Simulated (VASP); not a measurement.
Write the native input for VASP 6.6.1 that does the following.

```
Task                   : single point
Functional             : LDA
Potentials or basis    : VASP PAW LDA potentials, release 64 (Zr_sv, S)
Cutoff                 : 520 eV
k mesh                 : 14 × 14 × 14
Occupations            : gaussian, width 0.1 eV
Spin                   : no spin polarisation
Dipole correction      : no
Further INCAR settings : ALGO = Normal; EDIFF = 1e-06; NBANDS = 16
```

The structure of ZrS lies in POSCAR:

```
ZrS
1.0
    0.0000000000      2.5667624755      2.5667624755
    2.5667624755      0.0000000000      2.5667624755
    2.5667624755      2.5667624755      0.0000000000
Zr S
1 1
Direct
    0.0000000000      0.0000000000      0.0000000000
    0.5000000000      0.5000000000      0.5000000000
```

The input as run:

INCAR

```
SYSTEM = ZrS
PREC     = Accurate       ! precision mode
ENCUT    = 520            ! plane-wave cutoff, eV
EDIFF    = 1E-6           ! SCF threshold, eV
ISMEAR   = 0              ! smearing method
SIGMA    = 0.1            ! smearing width, eV
LREAL    = .FALSE.        ! projectors in reciprocal space
LASPH    = .TRUE.         ! aspherical terms in the spheres
NELM     = 100            ! most SCF steps
ALGO     = Normal         ! electronic algorithm
ISIF     = 2              ! what is computed and relaxed
LWAVE    = .FALSE.        ! write WAVECAR
LCHARG   = .FALSE.        ! write CHGCAR
GGA      = CA             ! functional
NBANDS   = 16             ! bands
```

KPOINTS

```
regular mesh
0
G
  14 14 14
  0 0 0
```

Potentials or basis: VASP PAW LDA potentials, release 64 (Zr_sv, S).

Run with:

```sh
$ cat potpaw_LDA.64/Zr_sv/POTCAR potpaw_LDA.64/S/POTCAR > POTCAR
$ mpirun -np 1 vasp_std > vasp.out
```

It gave:

```
Pressure               : 0.3 GPa
Band gap on the k mesh : zero (band 9 reaches 12.99 eV, above the bottom of band 10 at 9.87 eV)
```

It took 40 s on 1 thread of Intel(R) Xeon(R) Platinum 8259CL CPU @ 2.50GHz (Skylake/Cascade Lake), on a shared host, peak memory 0.18 GiB.
